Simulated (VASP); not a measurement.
Here is a VASP 6.6.1 calculation.

The input POSCAR:

```
MgZn3O4
1.0
    3.2737187011      0.0000000000      0.0000000000
    0.0000000000      3.2737187011      0.0000000000
    0.0000000000      0.0000000000      9.1662475008
Mg Zn O
1 3 4
Direct
    0.5000000000      0.5000000000      0.0000000000
    0.0000000000      0.0000000000      0.7511276584
    0.0000000000      0.0000000000      0.2488723416
    0.5000000000      0.5000000000      0.5000000000
    0.5000000000      0.0000000000      0.8774187315
    0.0000000000      0.5000000000      0.1225812685
    0.5000000000      0.0000000000      0.3745703916
    0.0000000000      0.5000000000      0.6254296084
```

Contents of INCAR.step1:

```
SYSTEM = MgZn3O4
ALGO = Normal ; EDIFF = 1E-4
ENCUT = 520 ; GGA = PE
ISMEAR = 0 ; LASPH = .True.
LCHARG = .False. ; LREAL = .False.
LWAVE = .True. ; NBANDS = 41
NELM = 60 ; PREC = Accurate
SIGMA = 0.02
```

The input INCAR.step2:

```
SYSTEM = MgZn3O4
ALGO = Normal ; EDIFF = 1E-7
ENCUT = 520 ; ISIF = 2
ISMEAR = 0 ; ISTART = 1
LASPH = .True. ; LCHARG = .False.
LMIXTAU = .True. ; LREAL = .False.
LWAVE = .False. ; METAGGA = R2SCAN
NBANDS = 41 ; NELM = 60
PREC = Accurate ; SIGMA = 0.02
```

The input KPOINTS:

```
k-points
0
Gamma
  8 8 4
  0 0 0
```

Potentials or basis: VASP PAW PBE potentials, release 64 (Mg, Zn, O).

Run with:

```bash
$ cat potpaw_PBE.64/Mg/POTCAR potpaw_PBE.64/Zn/POTCAR potpaw_PBE.64/O/POTCAR > POTCAR
$ cp INCAR.step1 INCAR
$ mpirun -np 1 vasp_std > vasp.out
$ cp INCAR.step2 INCAR
$ mpirun -np 1 vasp_std > vasp.out
```

Problem. Estimate the pressure.

Solution. -4.8 GPa.

Problem. What does it give for the band gap on the k mesh?

Solution. 1.62 eV.

Forces on the atoms (eV/Å):
```
Mg   0.000  0.000  0.000
Zn   0.000  0.000 -0.050
Zn   0.000  0.000  0.050
Zn   0.000  0.000  0.000
O    0.000  0.000 -0.017
O    0.000  0.000  0.017
O    0.000  0.000 -0.002
O    0.000  0.000  0.002
```

Caveat: the cell stands under tension; the PAW data sets were made with another functional, which shifts forces and pressure a little. A k mesh can miss the band edges.
